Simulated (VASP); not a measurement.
# HBr (Fmmm) in VASP: further runs, part 3 of 3

VASP 6.6.1. The steps go on from the part before.

## (5) Single point, PBEsol (volume scaled by 0.8)

Input file INCAR:

```
PREC = Accurate ; ENCUT = 520
EDIFF = 1E-7 ; ISMEAR = -1
SIGMA = 0.03 ; LREAL = False
LASPH = True ; NELM = 60
ALGO = Normal ; ISIF = 2
LWAVE = False ; LCHARG = True
GGA = PS ; LELF = True
LVHAR = True ; NBANDS = 11
```

Input file KPOINTS:

```
regular mesh
0
Gamma
  9 9 9
```

Input file POSCAR:

```
HBr
1.0
    0.0000000000      2.6178561022      2.8141953098
    2.5784025971      0.0000000000      2.8141953098
    2.5784025971      2.6178561022      0.0000000000
H Br
1 1
Direct
    0.0000000000      0.0000000000      0.0000000000
    0.5000000000      0.5000000000      0.5000000000
```

Potentials or basis: VASP PAW PBE potentials, release 64 (H, Br).

The run is started by

```console
$ cat potpaw_PBE.64/H/POTCAR potpaw_PBE.64/Br/POTCAR > POTCAR
$ mpirun -np 1 vasp_std > vasp.out
```

OUTCAR:

```text
PREC = Accurate
   ENCUT = 520
   EDIFF = 1E-7
   ISMEAR = -1
   LREAL = False
   LASPH = True
   NELM = 60
   ISIF = 2
   GGA = PS

 ion  position               nearest neighbor table
   1  0.000  0.000  0.000-
   2  0.500  0.500  0.500-

  LATTYP: Found a face centered orthorhombic cell.
 ALAT       =     5.1568051942
 B/A-ratio  =     1.0153015302
 C/A-ratio  =     1.0914491449

  Lattice vectors:

 A1 = (   0.0000000000,   2.6178561022,   2.8141953098)
 A2 = (   2.5784025971,   0.0000000000,   2.8141953098)
 A3 = (   2.5784025971,   2.6178561022,   0.0000000000)

Analysis of symmetry for initial positions (statically):
=====================================================================
 Subroutine PRICEL returns:
 Original cell was already a primitive cell.

 Routine SETGRP: Setting up the symmetry group for a
 face centered orthorhombic supercell.

 Subroutine GETGRP returns: Found  8 space group operations
 (whereof  8 operations were pure point group operations)
 out of a pool of  8 trial point group operations.

[... 171 lines left out ...]
      1     -14.5265      2.00000
      2      -0.9307      2.00000
      3      -0.4745      1.59870
      4      -0.4288      0.93070
      5      -0.3478      0.11033
      6      10.4286      0.00000
      7      10.4634      0.00000
      8      11.0869      0.00000
      9      11.2064      0.00000
     10      13.7033      0.00000
     11      14.0253      0.00000
[... 309 lines left out ...]
 k-point    24 :       0.4444    0.4444    0.0000
  band No.  band energies     occupation
      1     -13.8150      2.00000
      2      -3.3313      2.00000
      3      -1.3731      2.00000
      4      -1.2835      2.00000
      5      -1.1688      2.00000
      6       7.5796      0.00000
      7      11.9652      0.00000
      8      14.5013      0.00000
      9      14.7204      0.00000
     10      15.0442      0.00000
     11      16.5683      0.00000

 [... further k-points ...]

------------------------ aborting loop because EDIFF is reached ----------------------------------------

  FORCE on cell =-STRESS in cart. coord.  units (eV):
  Direction    XX          YY          ZZ          XY          YZ          ZX
  --------------------------------------------------------------------------------------
  -------------------------------------------------------------------------------------
  Total       -2.6875840     -2.3099139     -1.0891336      0.0000000      0.0000000      0.0000000
  in kB     -113.3422693    -97.4149590    -45.9315420      0.0000000      0.0000000      0.0000000
  external PRESSURE =     -85.5629235 kB  Pullay stress =       0.0000000 kB

 VOLUME and BASIS-vectors are now :
 -----------------------------------------------------------------------------
  energy-cutoff  :      520.00
  volume of cell :       37.99
      direct lattice vectors                 reciprocal lattice vectors
     0.000000000  2.617856102  2.814195310    -0.193918514  0.190995983  0.177670682
     2.578402597  0.000000000  2.814195310     0.193918514 -0.190995983  0.177670682
     2.578402597  2.617856102  0.000000000     0.193918514  0.190995983 -0.177670682

 POSITION                                       TOTAL-FORCE (eV/Angst)
 -----------------------------------------------------------------------------------
      0.00000      0.00000      0.00000         0.000000      0.000000      0.000000
      2.57840      2.61786      2.81420         0.000000      0.000000      0.000000
 -----------------------------------------------------------------------------------
    total drift:                               -0.000000     -0.000000      0.000000

  FREE ENERGIE OF THE ION-ELECTRON SYSTEM (eV)
  ---------------------------------------------------
  free  energy   TOTEN  =        -3.3318201604 eV

  energy  without entropy=       -3.3292406398  energy(sigma->0) =       -3.33053040
```

OSZICAR:

```text
N       E                     dE             d eps       ncg     rms          rms(c)
DAV:   1     0.274831134167E+02    0.27483E+02   -0.30630E+03  2766   0.567E+02
DAV:   2    -0.184840112198E+01   -0.29332E+02   -0.28118E+02  3340   0.993E+01
DAV:   3    -0.347851697435E+01   -0.16301E+01   -0.16086E+01  3398   0.252E+01
DAV:   4    -0.348607265326E+01   -0.75557E-02   -0.75552E-02  3150   0.203E+00
DAV:   5    -0.348610226873E+01   -0.29615E-04   -0.29615E-04  3378   0.127E-01    0.339E+00
DAV:   6    -0.333787208120E+01    0.14823E+00   -0.74637E-01  3041   0.182E+00    0.177E+00
DAV:   7    -0.333301071920E+01    0.48614E-02   -0.82728E-03  3138   0.514E-01    0.978E-01
DAV:   8    -0.333183258984E+01    0.11781E-02   -0.65212E-03  2942   0.412E-01    0.200E-01
DAV:   9    -0.333183331951E+01   -0.72967E-06   -0.98703E-05  3366   0.570E-02    0.131E-01
DAV:  10    -0.333181926576E+01    0.14054E-04   -0.85094E-05  3001   0.470E-02    0.819E-03
DAV:  11    -0.333181973242E+01   -0.46666E-06   -0.18998E-06  3201   0.799E-03    0.303E-03
DAV:  12    -0.333182014338E+01   -0.41096E-06   -0.32889E-07  3238   0.371E-03    0.289E-03
DAV:  13    -0.333182016035E+01   -0.16975E-07   -0.15430E-08  1513   0.575E-04
   1 F= -.33318202E+01 E0= -.33305304E+01  d E =-.257952E-02
```

It took 44 s on 1 thread of Intel Xeon Platinum 8488C (Sapphire Rapids), shared host; peak memory 0.19 GiB.

What came out:

| Item | Value |
| --- | --- |
| Free energy | -3.3318 eV |
| Pressure | -8.6 GPa |
| Band gap on the k mesh | zero (band 4 reaches -0.43 eV, above the bottom of band 5 at -1.23 eV) |

Stress tensor (GPa, compression positive):
```
-11.33   0.00   0.00
  0.00  -9.74   0.00
  0.00   0.00  -4.59
```

Levels at points of the mesh, in eV from the Fermi level:
```tsv
k point	band 1	band 2	band 3	band 4	band 5	band 6	band 7	band 8
(0.00, 0.00, 0.00)	-14.09	-0.50	-0.04	0.00	0.09	10.86	10.90	11.52
```

Caveat: the PAW data sets were made with another functional, which shifts forces and pressure a little.

## (6) Overview

| cell | gap on the mesh (eV) | pressure (GPa) |
| --- | --- | --- |
| a = 3.173, b = 3.151, c = 3.033 Å, angles 61.7, 61.0, 57.3°, 2 atoms | none | 20.6 |
| a = 3.676, b = 3.651, c = 3.514 Å, angles 61.7, 61.0, 57.3°, 2 atoms | none | -6.9 |
| a = 3.844, b = 3.817, c = 3.674 Å, angles 61.7, 61.0, 57.3°, 2 atoms | none | -8.6 |

Alike in all rows: task single point; level PBEsol; potentials or basis VASP PAW PBE potentials, release 64 (H, Br); no spin polarisation; k mesh 9 × 9 × 9; cutoff (eV) 520; smearing fermi-dirac 0.03 eV.

Caveats: the PAW data sets were made with another functional, which shifts forces and pressure a little.

Total energies depend on the potentials used, so only differences within one code and one set of settings carry meaning.
